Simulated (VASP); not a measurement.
Write the native input for VASP 6.6.1 that does the following.

| Quantity | Value |
| --- | --- |
| Task | single point |
| Functional | PBE |
| Dispersion | D3(BJ) |
| Potentials or basis | VASP PAW PBE potentials, release 64 (C, H) |
| Cutoff | 520 eV |
| k mesh | 6 × 6 × 1 |
| Occupations | gaussian, width 0.1 eV |
| Spin | no spin polarisation |
| Dipole correction | yes |
| Further INCAR settings | ALGO = Normal; EDIFF = 1e-07; NBANDS = 28 |

The structure of HC4 lies in POSCAR:

```
HC4
1.0
    4.9313048818      0.0000000000      0.0000000000
   -2.4656524409      4.2706353015      0.0000000000
    0.0000000000      0.0000000000     18.0000331943
C H
8 2
Direct
    0.3333333333      0.1666666667      0.2222236565
    0.3333333333      0.6666666667      0.2222236565
    0.8333333333      0.1666666667      0.2222236565
    0.8333333333      0.6666666667      0.2222236565
    0.1666666667      0.3333333333      0.2222218124
    0.1666666667      0.8333333333      0.2222218124
    0.6666666667      0.3333333333      0.2222218124
    0.6666666667      0.8333333333      0.2222218124
    0.7119494552      0.2880505448      0.3183345904
    0.7880505448      0.2119494552      0.3183345904
```

The input as run:

INCAR

```
SYSTEM = HC4
PREC = Accurate
ENCUT = 520
EDIFF = 1E-7
ISMEAR = 0
SIGMA = 0.1
LREAL = .FALSE.
LASPH = .TRUE.
NELM = 60
ALGO = Normal
ISIF = 2
LWAVE = .FALSE.
LCHARG = .FALSE.
LDIPOL = .TRUE.
IDIPOL = 3
DIPOL = 0.5 0.5 0.241
GGA = PE
IVDW = 12
NBANDS = 28
```

KPOINTS

```
Automatic mesh
0
G
  6 6 1
  0 0 0
```

Potentials or basis: VASP PAW PBE potentials, release 64 (C, H).

Run with:

```bash
$ cat potpaw_PBE.64/C/POTCAR potpaw_PBE.64/H/POTCAR > POTCAR
$ mpirun -np 1 vasp_std > vasp.out
```

It gave:

```
Largest force              : 5.050 eV/Å
Band gap on the k mesh     : 0.36 eV, direct
Dispersion energy per atom : -0.083 eV
```

Wall time 2.5 min on 1 thread of Intel(R) Xeon(R) 6975P-C (Granite Rapids) (shared host), peak memory 0.54 GiB.
